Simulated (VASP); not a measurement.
# Li2AuI3 (P-3m1) in VASP: relaxation of cell and atoms with PBEsol

Aim: the relaxation of cell and atoms of Li2AuI3 with PBEsol.

All numbers are computed with VASP 6.6.1; they aren't measurements. Logs are shortened: lines on timing, memory, paths and dates and some standing lists are left out, and cuts for length are marked.

### 1 The cell of the first run

Symmetry: P-3m1, No. 164, trigonal system. The conventional cell has a = 4.516 Å, b = 4.516 Å, c = 11.170 Å, α = 90.00°, β = 90.00°, γ = 120.00°. Li (site symmetry 3m) has 6 I at 3.28 to 3.29 Å and 3 Au at 4.43 Å and 9 Li at 4.52 to 4.77 Å within 4.8 Å. Within 4.0 Å of Au (site symmetry -3m) lie 6 I at 3.06 Å. I (site symmetry 3m) has 3 Au at 3.06 Å and 3 Li at 3.28 Å and 3 I at 4.12 Å within 4.2 Å. I (site symmetry -3m) has 6 Li at 3.29 Å within 4.3 Å.

### 2 Relaxation of cell and atoms, PBEsol

INCAR

```
SYSTEM = Li2AuI3
ALGO = Normal
EDIFF = 1E-6
EDIFFG = -0.01
ENCUT = 600
GGA = PS
IBRION = 2
ISIF = 3
ISMEAR = -1
LASPH = .TRUE.
LCHARG = .FALSE.
LREAL = .FALSE.
LWAVE = .FALSE.
NELM = 100
NSW = 100
PREC = Accurate
SIGMA = 0.03
```

KPOINTS

```
k-points
0
G
  6 6 2
  0 0 0
```

POSCAR

```
Li2AuI3
1.0
    4.5162819100      0.0000000000      0.0000000000
   -2.2581409500      3.9112148600      0.0000000000
    0.0000000000      0.0000000000     11.1699695400
Li Au I
2 1 3
Direct
    0.3333333300      0.6666666700      0.6790233900
    0.6666666700      0.3333333300      0.3209766100
    0.0000000000      0.0000000000      0.0000000000
    0.3333333300      0.6666666700      0.1429916000
    0.6666666700      0.3333333300      0.8570084000
    0.0000000000      0.0000000000      0.5000000000
```

Potentials or basis: VASP PAW PBE potentials, release 64 (Li_sv, Au, I).

Launch:

```console
> cat potpaw_PBE.64/Li_sv/POTCAR potpaw_PBE.64/Au/POTCAR potpaw_PBE.64/I/POTCAR > POTCAR
> mpirun -np 1 vasp_std > vasp.out
```

OUTCAR:

```text
SYSTEM = Li2AuI3
   EDIFF = 1E-6
   EDIFFG = -0.01
   ENCUT = 600
   GGA = PS
   IBRION = 2
   ISIF = 3
   ISMEAR = -1
   LASPH = .TRUE.
   LREAL = .FALSE.
   NELM = 100
   NSW = 100
   PREC = Accurate

 ion  position               nearest neighbor table
   1  0.333  0.667  0.679-
   2  0.667  0.333  0.321-
   3  0.000  0.000  0.000-   4 3.06   5 3.06   4 3.06   5 3.06   5 3.06   4 3.06
   4  0.333  0.667  0.143-   3 3.06   3 3.06   3 3.06
   5  0.667  0.333  0.857-   3 3.06   3 3.06   3 3.06
   6  0.000  0.000  0.500-

  LATTYP: Found a hexagonal cell.
 ALAT       =     4.5162819100
 C/A-ratio  =     2.4732666744

  Lattice vectors:

 A1 = (   4.5162819100,   0.0000000000,   0.0000000000)
 A2 = (  -2.2581409500,   3.9112148600,   0.0000000000)
 A3 = (   0.0000000000,   0.0000000000,  11.1699695400)

Analysis of symmetry for initial positions (statically):
=====================================================================
 Subroutine PRICEL returns:
 Original cell was already a primitive cell.

 Routine SETGRP: Setting up the symmetry group for a
 hexagonal supercell.

 Subroutine GETGRP returns: Found 12 space group operations
 (whereof 12 operations were pure point group operations)
 out of a pool of 24 trial point group operations.

The static configuration has the point symmetry D_3d.

Analysis of symmetry for dynamics (positions and initial velocities):
=====================================================================
 Subroutine PRICEL returns:
 Original cell was already a primitive cell.

 Routine SETGRP: Setting up the symmetry group for a
 hexagonal supercell.

 Subroutine GETGRP returns: Found 12 space group operations
 (whereof 12 operations were pure point group operations)
 out of a pool of 24 trial point group operations.

The dynamic configuration has the point symmetry D_3d.

 Subroutine INISYM returns: Found 12 space group operations
 (whereof 12 operations are pure point group operations),
 and found     1 'primitive' translations

----------------------------------------------------------------------------------------

                                     Primitive cell

  volume of cell :     197.3080

  direct lattice vectors                    reciprocal lattice vectors
     4.516281910  0.000000000  0.000000000     0.221421076  0.127837518  0.000000000
    -2.258140950  3.911214860  0.000000000     0.000000000  0.255675036  0.000000000
     0.000000000  0.000000000 11.169969540     0.000000000  0.000000000  0.089525759

  length of vectors
     4.516281910  4.516281903 11.169969540     0.255675036  0.255675036  0.089525759

  position of ions in fractional coordinates (direct lattice)
     0.333333330  0.666666670  0.679023390
     0.666666670  0.333333330  0.320976610
     0.000000000  0.000000000  0.000000000
     0.333333330  0.666666670  0.142991600
     0.666666670  0.333333330  0.857008400
     0.000000000  0.000000000  0.500000000

  ion indices of the primitive-cell ions
   primitive index   ion index
                 1           1
                 2           2
                 3           3
                 4           4
                 5           5
                 6           6

----------------------------------------------------------------------------------------

 KPOINTS: k-points

Automatic generation of k-mesh.
 Grid dimensions read from file:
 generate k-points for:    6    6    2

 Generating k-lattice:

  Cartesian coordinates                     Fractional coordinates (reciprocal lattice)
     0.036903513  0.021306253  0.000000000     0.166666667  0.000000000  0.000000000
     0.000000000  0.042612506  0.000000000     0.000000000  0.166666667  0.000000000
     0.000000000  0.000000000  0.044762879     0.000000000  0.000000000  0.500000000

  Length of vectors
     0.042612506  0.042612506  0.044762879

  Shift w.r.t. Gamma in fractional coordinates (k-lattice)
     0.000000000  0.000000000  0.000000000

 Subroutine IBZKPT returns following result:
 ===========================================

 Found     14 irreducible k-points:

 Following reciprocal coordinates:
            Coordinates               Weight
  0.000000  0.000000  0.000000      1.000000
  0.166667 -0.000000  0.000000      6.000000
  0.333333  0.000000  0.000000      6.000000
  0.500000  0.000000  0.000000      3.000000
  0.166667  0.166667  0.000000      6.000000
  0.333333  0.166667  0.000000     12.000000
  0.333333  0.333333  0.000000      2.000000
  0.000000  0.000000  0.500000      1.000000
  0.166667 -0.000000  0.500000      6.000000
  0.333333  0.000000  0.500000      6.000000
  0.500000  0.000000  0.500000      3.000000
  0.166667  0.166667  0.500000      6.000000
  0.333333  0.166667  0.500000     12.000000
  0.333333  0.333333  0.500000      2.000000
   k-points           NKPTS =     14   k-points in BZ     NKDIM =     14   number of bands    NBANDS=     23
   number of dos      NEDOS =    301   number of ions     NIONS =      6
   total plane-waves  NPLWV = 116640
   dimension x,y,z NGX =    36 NGY =   36 NGZ =   90
   dimension x,y,z NGXF=    72 NGYF=   72 NGZF=  180
   ions per type =               2   1   3
   NGX,Y,Z   is equivalent  to a cutoff of  13.25, 13.25, 13.39 a.u.
   NGXF,Y,Z  is equivalent  to a cutoff of  26.50, 26.50, 26.79 a.u.
 SYSTEM =  Li2AuI3
   PREC   = accura    normal or accurate (medium, high low for compatibility)
   ISTART =      0    job   : 0-new  1-cont  2-samecut
   ICHARG =      2    charge: 1-file 2-atom 10-const
   ISPIN  =      1    spin polarized calculation?
   LNONCOLLINEAR =      F non collinear calculations
   LSORBIT =      F    spin-orbit coupling
   LASPH  =      T    aspherical Exc in radial PAW
   ENCUT  =  600.0 eV  44.10 Ry    6.64 a.u.   9.02  9.02 22.31*2*pi/ulx,y,z
   NELM   =    100;   NELMIN=  2; NELMDL= -5     # of ELM steps
   EDIFF  = 0.1E-05   stopping-criterion for ELM
   LREAL  =      F    real-space projection
   EDIFFG = -.1E-01   stopping-criterion for IOM
   NSW    =    100    number of steps for IOM
   IBRION =      2    ionic relax: 0-MD 1-quasi-New 2-CG
   NFREE  =      1    steps in history (QN), initial steepest desc. (CG)
   ISIF   =      3    stress and relaxation
   ISYM   =      2    0-nonsym 1-usesym 2-fastsym
   POTIM  = 0.5000    time-step for ionic-motion
   TEBEG  =    0.0;   TEEND  =   0.0 temperature during run
   PSTRESS=    0.0 pullay stress
   NELECT =      38.0000    total number of electrons
   NUPDOWN=      -1.0000    fix difference up-down
   EMIN   =  10.00;   EMAX   =-10.00  energy-range for DOS
   EFERMI =   0.00;   METHOD = LEGACY
   ISMEAR =    -1;   SIGMA  =   0.03  broadening in eV -4-tet -1-fermi 0-gaus
   EFERMI_NEDOS =   21; number of points for ismear=-14 and -15
   IALGO  =     38    algorithm
   IMIX   =      4    mixing-type and parameters
     AMIX     =   0.40;   BMIX     =  1.00
     AMIX_MAG =   1.60;   BMIX_MAG =  1.00
  volume/ion in A,a.u.               =      32.88       221.92
  Fermi-wavevector in a.u.,A,eV,Ry     =   0.945412  1.786570 12.160941  0.893804
  Thomas-Fermi vector in A             =   2.073311
   LORBIT       =      0    0 simple, 1 ext, 2 COOP (PROOUT), +10 PAW based schemes
   GGA     = PS    functional components
   LHFCALC =     F    Hartree Fock is set to
   AEXX    =    0.0000 exact exchange contribution
   IVDW    =     0    specifies the selected vdW correction
   LEPSILON=     F    determine dielectric tensor
   LRPA    =     F    only Hartree local field effects (RPA)
 conjugate gradient relaxation of ions
 non-spin polarized calculation
  energy-cutoff  :      600.00
  volume of cell :      197.31
 maximum number of plane-waves:      6618
   NGX = 19   NGY = 19   NGZ = 45

--------------------------------------- Ionic step        1  -------------------------------------------

 number of electron      38.0000007 magnetization

 Free energy of the ion-electron system (eV)
  ---------------------------------------------------
  ext. energy  EPLUGINS =         0.00000000
  ---------------------------------------------------
  free energy    TOTEN  =       -16.68862129 eV

  energy without entropy =      -16.68862129  energy(sigma->0) =      -16.68862129

------------------------ aborting loop because EDIFF is reached ----------------------------------------

  FORCE on cell =-STRESS in cart. coord.  units (eV):
  Direction    XX          YY          ZZ          XY          YZ          ZX
  --------------------------------------------------------------------------------------
  -------------------------------------------------------------------------------------
  Total       -4.2457073     -4.2457073     -4.5825589     -0.0000000      0.0000000     -0.0000000
  in kB      -34.4759250    -34.4759249    -37.2112220     -0.0000000      0.0000000     -0.0000000
  external PRESSURE =     -35.3876906 kB  Pullay stress =       0.0000000 kB
[... 101 lines left out ...]
  FREE ENERGIE OF THE ION-ELECTRON SYSTEM (eV)
  ---------------------------------------------------
  free  energy   TOTEN  =       -17.0865501995 eV

  energy  without entropy=      -17.0865501992  energy(sigma->0) =      -17.08655020

 E-fermi :   4.6370     XC(G=0):  -8.8728

 val. band max:        4.0418267069   @ k =   0.0000   0.0000   0.5000
 cond. band min:       5.2266339623   @ k =   0.5000   0.0000   0.0000
 fundamental gap:      1.1848072553
 Fermi energy:         4.6369550231

 k-point     1 :       0.0000    0.0000    0.0000
  band No.  band energies     occupation
      1     -41.9355      2.00000
      2     -41.9355      2.00000
      3      -9.4139      2.00000
      4      -8.6967      2.00000
      5      -8.4369      2.00000
      6      -1.0973      2.00000
[... 353 lines left out ...]
     22       8.7069      0.00000
     23       8.7373      0.00000

[... ionic steps 4 to 16 ...]

--------------------------------------- Ionic step       17  -------------------------------------------

 number of electron      37.9999993 magnetization

------------------------ aborting loop because EDIFF is reached ----------------------------------------

  FORCE on cell =-STRESS in cart. coord.  units (eV):
  Direction    XX          YY          ZZ          XY          YZ          ZX
  --------------------------------------------------------------------------------------
  -------------------------------------------------------------------------------------
  Total        0.0032606      0.0032606      0.0917300      0.0000000      0.0000000     -0.0000000
  in kB        0.0332624      0.0332624      0.9357551      0.0000000      0.0000000     -0.0000000
  external PRESSURE =       0.3340933 kB  Pullay stress =       0.0000000 kB
[... 65 lines left out ...]
  energy  without entropy=      -17.3039997157  energy(sigma->0) =      -17.30399972

--------------------------------------- Ionic step       19  -------------------------------------------

 number of electron      37.9999993 magnetization

 Free energy of the ion-electron system (eV)
  ---------------------------------------------------
  ext. energy  EPLUGINS =         0.00000000
  ---------------------------------------------------
  free energy    TOTEN  =       -17.30405547 eV

  energy without entropy =      -17.30405547  energy(sigma->0) =      -17.30405547

 E-fermi :   4.8724     XC(G=0):  -9.1109

 val. band max:        4.2909354347   @ k =   0.0000   0.0000   0.5000
 cond. band min:       5.4501906537   @ k =   0.5000   0.0000   0.0000
 fundamental gap:      1.1592552190
 Fermi energy:         4.8724385393

 k-point     1 :       0.0000    0.0000    0.0000
  band No.  band energies     occupation
      1     -41.3842      2.00000
      2     -41.3840      2.00000
      3      -8.9147      2.00000
      4      -8.3526      2.00000
      5      -8.3302      2.00000
      6      -0.5841      2.00000
[... 386 lines left out ...]
  FREE ENERGIE OF THE ION-ELECTRON SYSTEM (eV)
  ---------------------------------------------------
  free  energy   TOTEN  =       -17.3040554702 eV

  energy  without entropy=      -17.3040554697  energy(sigma->0) =      -17.30405547

 reached required accuracy - stopping structural energy minimisation
```

Wall time 12 min (1 thread of AMD EPYC 7R13 (Zen 3), shared host); peak memory 0.38 GiB.

Results:

```yaml
Free_energy: -17.3041 eV
Relaxed_volume: 26.15 Å³/atom
Relaxed_cell: a = 4.231 Å, b = 4.231 Å, c = 10.121 Å, α = 90.00°, β = 90.00°, γ = 120.00°
Space_group_after_relaxing_to_0.1_Å: P-3m1 (No. 164)
Energy_gained_by_relaxing: 102.6 meV/atom
Ionic_steps: 19
Pressure_after_relaxing: 0.0 GPa
Largest_force_after_relaxing: 0.006 eV/Å
Band_gap_on_the_k_mesh: 1.16 eV (least direct gap 1.45 eV)
```

Forces in eV/Å, atoms in the order of the input:
```
Li   0.000  0.000 -0.006
Li   0.000  0.000  0.006
Au   0.000  0.000  0.000
I    0.000  0.000  0.004
I    0.000  0.000 -0.004
I    0.000  0.000  0.000
```

The path:
```
step  energy change (eV)  largest force (eV/Å)  pressure (GPa)  volume (Å³)
   1              0.0000                0.1366           -3.54       197.31
   2             -0.3415                0.5436           -1.60       177.28
   3             -0.3979                0.8340           -0.01       167.69
   4             -0.3982                0.8601            0.15       166.92
   5             -0.4731                0.6765            0.15       164.30
   6             -0.5867                0.2071            0.47       156.56
   7             -0.5887                0.2189            0.57       155.22
   8             -0.5996                0.1691           -0.10       158.95
   9             -0.5988                0.1600           -0.43       159.66
  10             -0.5993                0.1646           -0.37       159.25
  11             -0.5994                0.1664           -0.36       159.11
  12             -0.5995                0.1673           -0.36       159.03
  13             -0.6078                0.1096           -0.31       158.83
  14             -0.6140                0.0183           -0.24       158.45
  15             -0.6142                0.0590            0.35       156.05
  16             -0.6150                0.0401            0.01       157.11
  17             -0.6150                0.0414            0.03       157.06
  18             -0.6154                0.0163            0.04       156.95
  19             -0.6154                0.0062            0.03       156.90
```

Final structure:
```xyz
6
Lattice="4.2309 0.0000 0.0000 -2.1154 3.6640 0.0000 0.0000 0.0000 10.1211" Properties=species:S:1:pos:R:3 pbc="T T T"
Li    0.0000    2.4427    6.7333
Li    2.1154    1.2213    3.3878
Au    0.0000    0.0000    0.0000
I     0.0000    2.4427    1.6793
I     2.1154    1.2213    8.4418
I     0.0000    0.0000    5.0606
```

Levels at points of the mesh, in eV from the valence-band top:
| k point | band 17 | band 18 | band 19 | band 20 | band 21 | band 22 |
| --- | --- | --- | --- | --- | --- | --- |
| (0.00, 0.00, 0.00) | -1.14 | -0.02 | -0.02 | 1.74 | 3.44 | 3.54 |
| (0.50, 0.00, 0.00) | -1.85 | -0.45 | -0.29 | 1.16 | 3.87 | 4.02 |
| (0.00, 0.00, 0.50) | -1.39 | 0.00 | 0.00 | 2.39 | 3.15 | 3.78 |
| (0.50, 0.00, 0.50) | -2.10 | -0.15 | -0.05 | 1.41 | 3.29 | 3.57 |

Caveat: the cutoff is under 1.25 times the usual one of these potentials, so pressure, stress and relaxed cells hold a basis-set (Pulay) error; the volume moved by over 15 % at a fixed basis, so the end points are rough; the PAW data sets were made with another functional, which shifts forces and pressure a little; spin-orbit coupling is left out, which moves the levels of the heavy elements. A k mesh can miss the band edges.
